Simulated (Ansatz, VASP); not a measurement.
Zr: VASP beside Ansatz

```
CELL_PARAMETERS angstrom
-1.81000 1.81000 1.77380
1.81000 -1.81000 1.77380
1.81000 1.81000 -1.77380
ATOMIC_POSITIONS crystal
Zr 0.00000 0.00000 0.00000
```

Change from the starting cell: zz strain of -2 %.

Alike in both runs: task single point; functional LDA; k mesh 16 × 16 × 16; occupations fermi-dirac, width 0.03 eV; no spin polarisation.

```csv
,VASP,Ansatz
version,VASP 6.6.1,Ansatz 0.2.0
potentials or method,"VASP PAW LDA potentials, release 64 (Zr_sv), cutoff 520 eV","all-electron LAPW, scalar-relativistic"
```

|  | VASP | Ansatz | Ansatz less VASP |
| --- | --- | --- | --- |
| pressure (GPa) | -8.1 | -8.1 | -0.06 |
| traceless stress, the component that is largest in VASP (GPa) | -0.41 | -0.42 | -0.010 |

LDA's correlation is that of Perdew and Zunger in VASP and of Perdew and Wang (1992) in Ansatz. Ansatz ran all-electron here, and VASP with PAW potentials.
